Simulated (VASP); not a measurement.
Wanted: the native input for a VASP 6.6.1 run.

* Task: single point
* Functional: PBE
* Potentials or basis: VASP PAW PBE potentials, release 64 (C, Cd)
* Cutoff: 520 eV
* k mesh: 10 × 10 × 10
* Occupations: fermi-dirac, width 0.03 eV
* Spin: no spin polarisation
* Dipole correction: no
* Further INCAR settings: ALGO = Normal; EDIFF = 1e-07; NBANDS = 21

The structure of Cd2C (fluorite type) lies in POSCAR:

```
Cd2C
1.0
    0.0000000000      2.9436491089      2.9436491089
    2.9436491089      0.0000000000      2.9436491089
    2.9436491089      2.9436491089      0.0000000000
C Cd
1 2
Direct
    0.0000000000      0.0000000000      0.0000000000
    0.2500000000      0.2500000000      0.2500000000
    0.7500000000      0.7500000000      0.7500000000
```

These files were run (other wordings do the same):

INCAR

```
SYSTEM = Cd2C
ALGO     = Normal         ! electronic algorithm
EDIFF    = 1E-7           ! SCF threshold, eV
ENCUT    = 520            ! plane-wave cutoff, eV
GGA      = PE             ! functional
ISIF     = 2              ! what is computed and relaxed
ISMEAR   = -1             ! smearing method
LASPH    = .True.         ! aspherical terms in the spheres
LCHARG   = .True.         ! write CHGCAR
LELF     = .True.         ! ELF
LREAL    = .False.        ! projectors in reciprocal space
LVHAR    = .True.       
LWAVE    = .False.        ! write WAVECAR
NBANDS   = 21             ! bands
NELM     = 80             ! most SCF steps
PREC     = Accurate       ! precision mode
SIGMA    = 0.03           ! smearing width, eV
```

KPOINTS

```
k-points
0
Gamma
  10 10 10
  0 0 0
```

Potentials or basis: VASP PAW PBE potentials, release 64 (C, Cd).

Run with:

```sh
$ cat potpaw_PBE.64/C/POTCAR potpaw_PBE.64/Cd/POTCAR > POTCAR
$ mpirun -np 1 vasp_std > vasp.out
```

Results of the run:

```yaml
Pressure: 0.7 GPa
Band_gap_on_the_k_mesh: zero (band 14 reaches 3.37 eV, above the bottom of band 15 at 2.83 eV)
```

Wall time 49 s on 1 thread of Intel(R) Xeon(R) 6975P-C (Granite Rapids), with other jobs on the host, peak memory 0.2 GiB.
